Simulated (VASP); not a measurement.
Here is a VASP 6.6.1 calculation.

The input INCAR:

```
SYSTEM = CoH4
PREC = Accurate
ENCUT = 520
EDIFF = 1E-6
ISMEAR = 0
SIGMA = 0.1
LREAL = .FALSE.
LASPH = .TRUE.
NELM = 150
ALGO = Normal
ISIF = 2
LWAVE = .FALSE.
LCHARG = .FALSE.
ISPIN = 2
MAGMOM = 1.19 0 0 0 0
LORBIT = 11
LMAXMIX = 4
GGA = PE
NBANDS = 18
```

Contents of KPOINTS:

```
regular mesh
0
G
  6 6 6
  0 0 0
```

POSCAR

```
CoH4
1.0
    2.9589479672      0.0000000000      0.0000000000
    0.0000000000      2.9589479672      0.0000000000
    0.0000000000      0.0000000000      2.6737797448
Co H
1 4
Direct
    0.0000000000      0.0000000000      0.0000000000
    0.5000000000      0.5000000000      0.8496205366
    0.5000000000      0.5000000000      0.1503794634
    0.0000000000      0.5000000000      0.5000000000
    0.5000000000      0.0000000000      0.5000000000
```

Potentials or basis: VASP PAW PBE potentials, release 64 (Co, H).

Run with:

```bash
$ cat potpaw_PBE.64/Co/POTCAR potpaw_PBE.64/H/POTCAR > POTCAR
$ mpirun -np 1 vasp_std > vasp.out
```

(1) Estimate the site moments.

(2) Predict the pressure.

(3) Estimate the largest force.

Answers

(1) Co +1.11; H +0.03, -0.00 μB.

(2) -0.4 GPa.

(3) 0.007 eV/Å.

Caveat: the k points lie up to 0.39 Å⁻¹ apart.
